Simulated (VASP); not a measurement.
# YbPdSe3 (Pm-3m) in VASP: notebook

Runs on YbPdSe3. Level: PBE. Tasks: single point.

Program: VASP 6.6.1. These are calculated values, not measurements. Logs are shortened: lines on timing, memory, paths and dates and some standing lists are left out, and cuts for length are marked.

## Step 1: The cell of the first run

The structure is cubic, space group Pm-3m (No. 221). Conventional cell: a = 5.249 Å, b = 5.249 Å, c = 5.249 Å, α = 90.00°, β = 90.00°, γ = 90.00°. Within 3.5 Å of Yb (site symmetry m-3m) lie 6 Se at 2.62 Å. Within 4.9 Å of Pd (site symmetry m-3m) lie 12 Se at 3.71 Å and 8 Yb at 4.55 Å. Se (site symmetry 4/mmm) has 2 Yb at 2.62 Å within 3.5 Å.

The cell was generated, and may not be a known phase.

## Step 2: Single point, PBE, collinear spin, ferromagnetic start

INCAR reads:

```
SYSTEM = YbPdSe3
  PREC = Accurate
  ENCUT = 520
  EDIFF = 1E-6
  ISMEAR = 0
  SIGMA = 0.1
  LREAL = .False.
  LASPH = .True.
  NELM = 150
  ALGO = Normal
  ISIF = 2
  LWAVE = .False.
  LCHARG = .True.
  ISPIN = 2
  MAGMOM = 1 0 0 0 0
  LORBIT = 11
  LMAXMIX = 6
  GGA = PE
  LELF = .True.
  LVHAR = .True.
  NBANDS = 38
```

KPOINTS reads:

```
Automatic mesh
0
Gamma
  4 4 4
  0 0 0
```

POSCAR reads:

```
YbPdSe3
1.0
    5.2486108200      0.0000000000      0.0000000000
    0.0000000000      5.2486108200      0.0000000000
    0.0000000000      0.0000000000      5.2486108200
Yb Pd Se
1 1 3
Direct
    0.5000000000      0.5000000000      0.5000000000
    0.0000000000      0.0000000000      0.0000000000
    0.0000000000      0.5000000000      0.5000000000
    0.5000000000      0.0000000000      0.5000000000
    0.5000000000      0.5000000000      0.0000000000
```

Potentials or basis: VASP PAW PBE potentials, release 64 (Yb, Pd, Se).

Launch:

```sh
$ cat potpaw_PBE.64/Yb/POTCAR potpaw_PBE.64/Pd/POTCAR potpaw_PBE.64/Se/POTCAR > POTCAR
$ mpirun -np 1 vasp_std > vasp.out
```

OUTCAR:

```text
SYSTEM = YbPdSe3
   PREC = Accurate
   ENCUT = 520
   EDIFF = 1E-6
   ISMEAR = 0
   LREAL = .False.
   LASPH = .True.
   NELM = 150
   ISIF = 2
   ISPIN = 2
   LORBIT = 11
   GGA = PE

 ion  position               nearest neighbor table
   1  0.500  0.500  0.500-   3 2.62   4 2.62   5 2.62   5 2.62   4 2.62   3 2.62
   2  0.000  0.000  0.000-
   3  0.000  0.500  0.500-   1 2.62   1 2.62
   4  0.500  0.000  0.500-   1 2.62   1 2.62
   5  0.500  0.500  0.000-   1 2.62   1 2.62

  LATTYP: Found a simple cubic cell.
 ALAT       =     5.2486108200

  Lattice vectors:

 A1 = (   5.2486108200,   0.0000000000,   0.0000000000)
 A2 = (   0.0000000000,   5.2486108200,   0.0000000000)
 A3 = (   0.0000000000,   0.0000000000,   5.2486108200)

Analysis of symmetry for initial positions (statically):
=====================================================================
 Subroutine PRICEL returns:
 Original cell was already a primitive cell.

 Routine SETGRP: Setting up the symmetry group for a
 simple cubic supercell.

 Subroutine GETGRP returns: Found 48 space group operations
 (whereof 48 operations were pure point group operations)
 out of a pool of 48 trial point group operations.

The static configuration has the point symmetry O_h .

Analysis of symmetry for dynamics (positions and initial velocities):
=====================================================================
 Subroutine PRICEL returns:
 Original cell was already a primitive cell.

 Routine SETGRP: Setting up the symmetry group for a
 simple cubic supercell.

 Subroutine GETGRP returns: Found 48 space group operations
 (whereof 48 operations were pure point group operations)
 out of a pool of 48 trial point group operations.

The dynamic configuration has the point symmetry O_h .

Analysis of structural, dynamic, and magnetic symmetry:
=====================================================================
 Subroutine PRICEL returns:
 Original cell was already a primitive cell.

 Routine SETGRP: Setting up the symmetry group for a
 simple cubic supercell.

 Subroutine GETGRP returns: Found 48 space group operations
 (whereof 48 operations were pure point group operations)
 out of a pool of 48 trial point group operations.

The overall configuration has the point symmetry O_h .

 Subroutine INISYM returns: Found 48 space group operations
 (whereof 48 operations are pure point group operations),
 and found     1 'primitive' translations

----------------------------------------------------------------------------------------

                                     Primitive cell

  volume of cell :     144.5883

  direct lattice vectors                    reciprocal lattice vectors
     5.248610820  0.000000000  0.000000000     0.190526605  0.000000000  0.000000000
     0.000000000  5.248610820  0.000000000     0.000000000  0.190526605  0.000000000
     0.000000000  0.000000000  5.248610820     0.000000000  0.000000000  0.190526605

  length of vectors
     5.248610820  5.248610820  5.248610820     0.190526605  0.190526605  0.190526605

  position of ions in fractional coordinates (direct lattice)
     0.500000000  0.500000000  0.500000000
     0.000000000  0.000000000  0.000000000
     0.000000000  0.500000000  0.500000000
     0.500000000  0.000000000  0.500000000
     0.500000000  0.500000000  0.000000000

  ion indices of the primitive-cell ions
   primitive index   ion index
                 1           1
                 2           2
                 3           3
                 4           4
                 5           5

----------------------------------------------------------------------------------------

 KPOINTS: Automatic mesh

Automatic generation of k-mesh.
 Grid dimensions read from file:
 generate k-points for:    4    4    4

 Generating k-lattice:

  Cartesian coordinates                     Fractional coordinates (reciprocal lattice)
     0.047631651  0.000000000  0.000000000     0.250000000  0.000000000  0.000000000
     0.000000000  0.047631651  0.000000000     0.000000000  0.250000000  0.000000000
     0.000000000  0.000000000  0.047631651     0.000000000  0.000000000  0.250000000

  Length of vectors
     0.047631651  0.047631651  0.047631651

  Shift w.r.t. Gamma in fractional coordinates (k-lattice)
     0.000000000  0.000000000  0.000000000

 Subroutine IBZKPT returns following result:
 ===========================================

 Found     10 irreducible k-points:

 Following reciprocal coordinates:
            Coordinates               Weight
  0.000000  0.000000  0.000000      1.000000
  0.250000  0.000000  0.000000      6.000000
  0.500000  0.000000  0.000000      3.000000
  0.250000  0.250000  0.000000     12.000000
  0.500000  0.250000  0.000000     12.000000
  0.500000  0.500000  0.000000      3.000000
  0.250000  0.250000  0.250000      8.000000
  0.500000  0.250000  0.250000     12.000000
  0.500000  0.500000  0.250000      6.000000
  0.500000  0.500000  0.500000      1.000000
   k-points           NKPTS =     10   k-points in BZ     NKDIM =     10   number of bands    NBANDS=     38
   number of dos      NEDOS =    301   number of ions     NIONS =      5
   total plane-waves  NPLWV =  64000
   dimension x,y,z NGX =    40 NGY =   40 NGZ =   40
   dimension x,y,z NGXF=    80 NGYF=   80 NGZF=   80
   ions per type =               1   1   3
   NGX,Y,Z   is equivalent  to a cutoff of  12.67, 12.67, 12.67 a.u.
   NGXF,Y,Z  is equivalent  to a cutoff of  25.34, 25.34, 25.34 a.u.
 SYSTEM =  YbPdSe3
   PREC   = accura    normal or accurate (medium, high low for compatibility)
   ISTART =      0    job   : 0-new  1-cont  2-samecut
   ICHARG =      2    charge: 1-file 2-atom 10-const
   ISPIN  =      2    spin polarized calculation?
   LNONCOLLINEAR =      F non collinear calculations
   LSORBIT =      F    spin-orbit coupling
   LASPH  =      T    aspherical Exc in radial PAW
   ENCUT  =  520.0 eV  38.22 Ry    6.18 a.u.   9.76  9.76  9.76*2*pi/ulx,y,z
   NELM   =    150;   NELMIN=  2; NELMDL= -5     # of ELM steps
   EDIFF  = 0.1E-05   stopping-criterion for ELM
   LREAL  =      F    real-space projection
   EDIFFG = 0.1E-04   stopping-criterion for IOM
   NSW    =      0    number of steps for IOM
   IBRION =     -1    ionic relax: 0-MD 1-quasi-New 2-CG
   NFREE  =      0    steps in history (QN), initial steepest desc. (CG)
   ISIF   =      2    stress and relaxation
   ISYM   =      2    0-nonsym 1-usesym 2-fastsym
   POTIM  = 0.5000    time-step for ionic-motion
   TEBEG  =    0.0;   TEEND  =   0.0 temperature during run
   PSTRESS=    0.0 pullay stress
   NELECT =      52.0000    total number of electrons
   NUPDOWN=      -1.0000    fix difference up-down
   EMIN   =  10.00;   EMAX   =-10.00  energy-range for DOS
   EFERMI =   0.00;   METHOD = LEGACY
   ISMEAR =     0;   SIGMA  =   0.10  broadening in eV -4-tet -1-fermi 0-gaus
   EFERMI_NEDOS =   21; number of points for ismear=-14 and -15
   IALGO  =     38    algorithm
   IMIX   =      4    mixing-type and parameters
     AMIX     =   0.40;   BMIX     =  1.00
     AMIX_MAG =   1.60;   BMIX_MAG =  1.00
  volume/ion in A,a.u.               =      28.92       195.15
  Fermi-wavevector in a.u.,A,eV,Ry     =   1.164211  2.200039 18.441153  1.355386
  Thomas-Fermi vector in A             =   2.300751
   LORBIT       =     11    0 simple, 1 ext, 2 COOP (PROOUT), +10 PAW based schemes
   GGA     = PE    functional components
   LHFCALC =     F    Hartree Fock is set to
   AEXX    =    0.0000 exact exchange contribution
   IVDW    =     0    specifies the selected vdW correction
   LEPSILON=     F    determine dielectric tensor
   LRPA    =     F    only Hartree local field effects (RPA)
 spin polarized calculation
 Gauss-broadening in eV      SIGMA  =   0.10
  energy-cutoff  :      520.00
  volume of cell :      144.59
 maximum number of plane-waves:      3912
 NGX is ok and might be reduce to    40
   NGX = 19   NGY = 19   NGZ = 19

 number of electron      51.9999996 magnetization       0.6320955

 Free energy of the ion-electron system (eV)
  ---------------------------------------------------
  ext. energy  EPLUGINS =         0.00000000
  ---------------------------------------------------
  free energy    TOTEN  =       -18.54401916 eV

  energy without entropy =      -18.49085567  energy(sigma->0) =      -18.51743741

 E-fermi :   1.4867     XC(G=0):  -9.0786

 val. band max:        1.4811924153   @ k =   0.5000   0.2500   0.2500
 cond. band min:       1.5199053312   @ k =   0.2500   0.2500   0.2500
 fundamental gap:      0.0387129159
 Fermi energy:         1.4867067856

 spin component 1

 k-point     1 :       0.0000    0.0000    0.0000
  band No.  band energies     occupation
      1     -49.5784      1.00000
      2     -21.8380      1.00000
      3     -21.8380      1.00000
      4     -21.8380      1.00000
      5     -11.2894      1.00000
      6     -10.3619      1.00000
[... 30 lines left out ...]
     37       8.2190      0.00000
     38       9.5526      0.00000

 k-point     2 :       0.2500    0.0000    0.0000
  band No.  band energies     occupation
      1     -49.5784      1.00000
      2     -21.8539      1.00000
      3     -21.8375      1.00000
      4     -21.8375      1.00000
      5     -11.1396      1.00000
      6     -10.3548      1.00000
[... 30 lines left out ...]
     37       8.7344      0.00000
     38       9.0126      0.00000
[... 285 lines left out ...]
     37       9.6375      0.00000
     38       9.6375      0.00000

 k-point    10 :       0.5000    0.5000    0.5000
  band No.  band energies     occupation
      1     -49.5785      1.00000
      2     -21.8675      1.00000
      3     -21.8675      1.00000
      4     -21.8675      1.00000
      5     -10.2090      1.00000
      6     -10.2090      1.00000
[... 30 lines left out ...]
     37       9.7519      0.00000
     38       9.7519      0.00000
 Fermi energy:         1.4867067856

 spin component 2

 k-point     1 :       0.0000    0.0000    0.0000
  band No.  band energies     occupation
      1     -49.5097      1.00000
      2     -21.7943      1.00000
      3     -21.7943      1.00000
      4     -21.7943      1.00000
      5     -11.1854      1.00000
      6     -10.2514      1.00000
[... 30 lines left out ...]
     37       8.2696      0.00000
     38       9.5679      0.00000

 k-point     2 :       0.2500    0.0000    0.0000
  band No.  band energies     occupation
      1     -49.5098      1.00000
      2     -21.8101      1.00000
      3     -21.7938      1.00000
      4     -21.7938      1.00000
      5     -11.0347      1.00000
      6     -10.2442      1.00000
[... 30 lines left out ...]
     37       8.7540      0.00000
     38       9.0672      0.00000
[... 285 lines left out ...]
     37       9.6836      0.00000
     38       9.6836      0.00000

 k-point    10 :       0.5000    0.5000    0.5000
  band No.  band energies     occupation
      1     -49.5099      1.00000
      2     -21.8235      1.00000
      3     -21.8235      1.00000
      4     -21.8235      1.00000
      5     -10.0960      1.00000
      6     -10.0960      1.00000
[... 30 lines left out ...]
     37       9.7954      0.00000
     38       9.7954      0.00000

------------------------ aborting loop because EDIFF is reached ----------------------------------------

  FORCE on cell =-STRESS in cart. coord.  units (eV):
  Direction    XX          YY          ZZ          XY          YZ          ZX
  --------------------------------------------------------------------------------------
  -------------------------------------------------------------------------------------
  Total       -0.7959641     -0.7959641     -0.7959641      0.0000000      0.0000000      0.0000000
  in kB       -8.8200485     -8.8200485     -8.8200485      0.0000000      0.0000000      0.0000000
  external PRESSURE =      -8.8200485 kB  Pullay stress =       0.0000000 kB

 VOLUME and BASIS-vectors are now :
 -----------------------------------------------------------------------------
  energy-cutoff  :      520.00
  volume of cell :      144.59
      direct lattice vectors                 reciprocal lattice vectors
     5.248610820  0.000000000  0.000000000     0.190526605  0.000000000  0.000000000
     0.000000000  5.248610820  0.000000000     0.000000000  0.190526605  0.000000000
     0.000000000  0.000000000  5.248610820     0.000000000  0.000000000  0.190526605

 POSITION                                       TOTAL-FORCE (eV/Angst)
 -----------------------------------------------------------------------------------
      2.62431      2.62431      2.62431         0.000000      0.000000      0.000000
      0.00000      0.00000      0.00000         0.000000      0.000000      0.000000
      0.00000      2.62431      2.62431         0.000000      0.000000      0.000000
      2.62431      0.00000      2.62431         0.000000      0.000000      0.000000
      2.62431      2.62431      0.00000         0.000000      0.000000      0.000000
 -----------------------------------------------------------------------------------
    total drift:                               -0.000000      0.000000     -0.000000

  FREE ENERGIE OF THE ION-ELECTRON SYSTEM (eV)
  ---------------------------------------------------
  free  energy   TOTEN  =       -18.5440191609 eV

  energy  without entropy=      -18.4908556660  energy(sigma->0) =      -18.51743741

 total charge

# of ion       s       p       d       f       tot
--------------------------------------------------
    1        2.175   6.151   0.679  13.368  22.371
    2        0.103   0.048   8.682   0.000   8.833
    3        1.485   2.276   0.016   0.000   3.776
    4        1.485   2.276   0.016   0.000   3.776
    5        1.485   2.276   0.016   0.000   3.776
--------------------------------------------------
tot          6.732  13.026   9.407  13.368  42.533

 magnetization (x)

# of ion       s       p       d       f       tot
--------------------------------------------------
    1       -0.001   0.003  -0.000   0.155   0.157
    2       -0.002  -0.000   0.066   0.000   0.064
    3        0.002   0.085   0.000   0.000   0.088
    4        0.002   0.085   0.000   0.000   0.088
    5        0.002   0.085   0.000   0.000   0.088
--------------------------------------------------
tot          0.004   0.258   0.066   0.155   0.484
```

Wall time 11 min (1 thread of Oxide Virtual Turin-like, shared host); peak memory 0.31 GiB.

Results:

```
Free energy                                           : -18.5440 eV
Pressure                                              : -0.9 GPa
Net moment                                            : 0.63 μB per cell
Site moments                                          : Yb +0.16; Pd +0.06; Se +0.09 μB
Valence electrons inside the program's atomic spheres : Yb 22.37; Pd 8.83; Se 3.78
```

Levels at points of the mesh, in eV from the Fermi level:
Spin up:
```tsv
k point	band 22	band 23	band 24	band 25	band 26	band 27	band 28	band 29	band 30	band 31
(0.00, 0.00, 0.00)	-0.67	-0.32	-0.32	-0.32	0.45	0.45	0.45	0.94	3.19	3.19
(0.50, 0.00, 0.00)	-0.68	-0.65	-0.42	-0.42	-0.01	0.36	0.36	3.03	3.21	4.33
(0.50, 0.50, 0.00)	-0.66	-0.59	-0.59	-0.49	-0.29	-0.29	0.48	2.62	5.15	5.61
(0.50, 0.50, 0.50)	-0.68	-0.68	-0.68	-0.68	0.34	0.34	0.34	1.10	6.31	6.31
```
Spin down:
```tsv
k point	band 23	band 24	band 25	band 26	band 27	band 28
(0.00, 0.00, 0.00)	-0.19	-0.19	-0.19	0.57	0.57	0.57
(0.50, 0.00, 0.00)	-0.55	-0.34	-0.34	0.09	0.48	0.48
(0.50, 0.50, 0.00)	-0.45	-0.45	-0.36	-0.23	-0.23	0.61
(0.50, 0.50, 0.50)	-0.60	-0.60	-0.59	0.48	0.48	0.48
```

Caveat: spin-orbit coupling is left out, which moves the levels of the heavy elements.

## Step 3: Single point, PBE, collinear spin, ferromagnetic start

This run uses another cell than the first one, of 29.80 Å³/atom.

INCAR reads:

```
PREC = Accurate
ENCUT = 520
EDIFF = 1E-6
ISMEAR = 0
SIGMA = 0.1
LREAL = F
LASPH = T
NELM = 150
ALGO = Normal
ISIF = 2
LWAVE = F
LCHARG = T
ISPIN = 2
MAGMOM = 1 0 0 0 0
LORBIT = 11
LMAXMIX = 6
GGA = PE
LELF = T
LVHAR = T
NBANDS = 38
```

KPOINTS reads:

```
Automatic mesh
0
Gamma
  4 4 4
```

Changes to POSCAR since step 2:

```diff
@@ -2,5 +2,5 @@
 1.0
-    5.2486108200      0.0000000000      0.0000000000
-    0.0000000000      5.2486108200      0.0000000000
-    0.0000000000      0.0000000000      5.2486108200
+    5.3013523007      0.0000000000      0.0000000000
+    0.0000000000      5.3013523007      0.0000000000
+    0.0000000000      0.0000000000      5.3013523007
 Yb Pd Se
```

Potentials or basis: VASP PAW PBE potentials, release 64 (Yb, Pd, Se).

Launch:

```sh
$ cat potpaw_PBE.64/Yb/POTCAR potpaw_PBE.64/Pd/POTCAR potpaw_PBE.64/Se/POTCAR > POTCAR
$ mpirun -np 1 vasp_std > vasp.out
```

Run time: 15 min. Hardware: 1 thread of Oxide Virtual Turin-like, shared host; peak memory 0.33 GiB.

It converged, with:

* Free energy: -18.5656 eV
* Pressure: 0.0 GPa
* Net moment: 0.83 μB per cell
* Site moments: Yb +0.19; Pd +0.09; Se +0.12 μB
* Valence electrons inside the program's atomic spheres: Yb 22.30; Pd 8.83; Se 3.77

Levels at points of the mesh, in eV from the Fermi level:
Spin up:
| k point | band 22 | band 23 | band 24 | band 25 | band 26 | band 27 | band 28 | band 29 | band 30 | band 31 |
| --- | --- | --- | --- | --- | --- | --- | --- | --- | --- | --- |
| (0.00, 0.00, 0.00) | -0.65 | -0.32 | -0.32 | -0.32 | 0.40 | 0.40 | 0.40 | 0.97 | 3.26 | 3.26 |
| (0.50, 0.00, 0.00) | -0.66 | -0.63 | -0.42 | -0.42 | -0.02 | 0.32 | 0.32 | 2.96 | 3.29 | 4.35 |
| (0.50, 0.50, 0.00) | -0.63 | -0.58 | -0.58 | -0.50 | -0.28 | -0.28 | 0.43 | 2.59 | 5.18 | 5.57 |
| (0.50, 0.50, 0.50) | -0.66 | -0.66 | -0.65 | -0.65 | 0.31 | 0.31 | 0.31 | 1.16 | 6.29 | 6.29 |
Spin down:
```csv
k point,band 21,band 22,band 23,band 24,band 25,band 26,band 27,band 28,band 29,band 30
"(0.00, 0.00, 0.00)",-0.67,-0.53,-0.15,-0.15,-0.15,0.55,0.55,0.55,0.98,3.29
"(0.50, 0.00, 0.00)",-0.58,-0.52,-0.51,-0.32,-0.32,0.11,0.47,0.47,3.01,3.32
"(0.50, 0.50, 0.00)",-0.57,-0.54,-0.41,-0.41,-0.34,-0.20,-0.20,0.61,2.62,5.21
"(0.50, 0.50, 0.50)",-0.59,-0.56,-0.56,-0.56,-0.55,0.50,0.50,0.50,1.17,6.30
```

Caveat: spin-orbit coupling is left out, which moves the levels of the heavy elements.
